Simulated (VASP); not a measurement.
A run of VASP 6.6.1:

Contents of INCAR:

```
PREC = Accurate
ENCUT = 520
EDIFF = 1E-7
ISMEAR = 0
SIGMA = 0.1
LREAL = False
LASPH = True
NELM = 60
ALGO = Normal
ISIF = 2
LWAVE = False
LCHARG = False
LDIPOL = True
IDIPOL = 3
DIPOL = 0.5 0.5 0.240
GGA = PE
IVDW = 12
NBANDS = 26
```

Contents of KPOINTS:

```
regular mesh
0
Gamma
  6 6 1
```

The input POSCAR:

```
C
1.0
    4.9313048819      0.0000000000      0.0000000000
   -2.4656524409      4.2706353015      0.0000000000
    0.0000000000      0.0000000000     16.6500331942
C
8
Direct
    0.3333333333      0.1666666667      0.2402417549
    0.3333333333      0.6666666667      0.2402417549
    0.8333333333      0.1666666667      0.2402417549
    0.8333333333      0.6666666667      0.2402417549
    0.1666666667      0.3333333333      0.2402397613
    0.1666666667      0.8333333333      0.2402397613
    0.6666666667      0.3333333333      0.2402397613
    0.6666666667      0.8333333333      0.2402397613
```

Potentials or basis: VASP PAW PBE potentials, release 64 (C).

Command:

```bash
$ cat potpaw_PBE.64/C/POTCAR > POTCAR
$ mpirun -np 1 vasp_std > vasp.out
```

Hardware: 1 thread of Intel(R) Xeon(R) Platinum 8488C (Sapphire Rapids), on a shared host.

Problem. How long does it take, and how much memory?

Solution. It took 2.3 min on 1 thread of Intel(R) Xeon(R) Platinum 8488C (Sapphire Rapids), on a shared host, peak memory 0.47 GiB. Counts: scf iterations 20, k points 7.
